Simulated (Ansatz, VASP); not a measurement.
# Two plane-wave programs on SnO

The input INCAR:

```
PREC = Accurate
ENCUT = 520
EDIFF = 1E-7
ISMEAR = 0
SIGMA = 0.05
LREAL = False
LASPH = True
NELM = 150
ALGO = Normal
ISIF = 2
LWAVE = False
LCHARG = False
MAGMOM = 0 0 0 0 0 0 0 0 0 0 0 0
LORBIT = 11
LSORBIT = True
GGA_COMPAT = False
LORBMOM = True
GGA = PE
NBANDS = 54
```

KPOINTS

```
regular mesh
0
Gamma
  8 8 6
```

The input POSCAR:

```
SnO
1.0
    3.8357913670      0.0000000000      0.0000000000
    0.0000000000      3.8357913670      0.0000000000
    0.0000000000      0.0000000000      4.7511721913
Sn O
2 2
Direct
    0.0000000000      0.5000000000      0.2435694544
    0.5000000000      0.0000000000      0.7564305456
    0.0000000000      0.0000000000      0.0000000000
    0.5000000000      0.5000000000      0.0000000000
```

Input for Ansatz:

```yaml
crystal:
  lattice:
    - [3.835791367, 0.0, 0.0]
    - [0.0, 3.835791367, 0.0]
    - [0.0, 0.0, 4.7511721913]
  atoms:
    - { symbol: Sn, position: [0.0, 0.5, 0.2435694544] }
    - { symbol: Sn, position: [0.5, 0.0, 0.7564305456] }
    - { symbol: O, position: [0.0, 0.0, 0.0] }
    - { symbol: O, position: [0.5, 0.5, 0.0] }
basis:
  ecutwfc: 420
  ecutrho_ratio: 4
kpoints:
  mp_grid: { grid: [8, 8, 6] }
  band_path:
    path:
      - [[0.0, 0.0, 0.0], [0.0, 0.5, 0.0], [0.5, 0.5, 0.0], [0.0, 0.0, 0.0], [0.0, 0.0, 0.5], [0.0, 0.5, 0.5], [0.5, 0.5, 0.5], [0.0, 0.0, 0.5]]
      - [[0.0, 0.5, 0.0], [0.0, 0.5, 0.5]]
      - [[0.5, 0.5, 0.0], [0.5, 0.5, 0.5]]
    npoints: 10
hamiltonian:
  xc: pbe
scf:
  occupations: { method: gaussian, width: 0.05 }
output:
  forces: true
  stress: true
  eigenvalues: true
  populations: true
  eigenstates:
    nscf_kmesh: { grid: [12, 12, 10] }
    de_dk: true
    e_range: [-2.5, 2.5]
  write_density: true
  write_potential: true
  elf: true
  volumetric_format: npy
magnetization:
  noncollinear: true
  spin_orbit: true
```

Alike in both runs: task single point; functional PBE; k mesh 8 × 8 × 6; occupations gaussian, width 0.05 eV; non-collinear spin, spin-orbit coupling.

```csv
,VASP,Ansatz
version,VASP 6.6.1,Ansatz 0.2.0
potentials or method,"VASP PAW PBE potentials, release 64 (Sn_d, O), cutoff 520 eV","plane waves, PAW"
valence electrons in the cell,40,40
```

|  | VASP | Ansatz | Ansatz less VASP |
| --- | --- | --- | --- |
| pressure (GPa) | 2.5 | 2.2 | -0.24 |
| traceless stress, the component that is largest in VASP (GPa) | 0.09 | 0.09 | +0.002 |
| rms of the force components (eV/Å) | 0.041 | 0.010 | -0.0316 |
| net moment per atom (μB) | 0.00 | 0.00 | 0.000 |

Atom by atom the forces differ by 0.032 eV/Å (rms over components). The functional is the same, so the differences come from potentials, cutoffs and numerics.
